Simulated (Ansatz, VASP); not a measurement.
**Two plane-wave programs on CaSe**

```xyz
2
Lattice="0.0000 2.9792 2.9792 2.9792 0.0000 2.9792 2.9792 2.9792 0.0000" Properties=species:S:1:pos:R:3 pbc="T T T"
Ca    0.0000    0.0000    0.0000
Se    2.9792    2.9792    2.9792
```

Alike in both runs: functional PBE; k mesh 7 × 7 × 7; occupations fermi-dirac, width 0.02 eV; no spin polarisation.

Ansatz relaxed the structure, and its values are those at the end. VASP's run is a single point on that final structure, the one shown.

|  | VASP | Ansatz |
| --- | --- | --- |
| version | VASP 6.6.1 | Ansatz 0.2.0 |
| potentials or method | VASP PAW PBE potentials, release 64 (Ca_sv, Se) | PAW with Ansatz's default frozen-core files, scalar-relativistic |
| plane-wave cutoff (eV) | 520 | 420 |
| valence electrons in the cell | 16 | 26 |

```csv
,VASP,Ansatz,Ansatz less VASP
pressure (GPa),0.2,0.0,-0.16
```

VASP's potentials hold 16 valence electrons a cell and Ansatz's 26, so a difference there can come from the potentials and not from the codes.
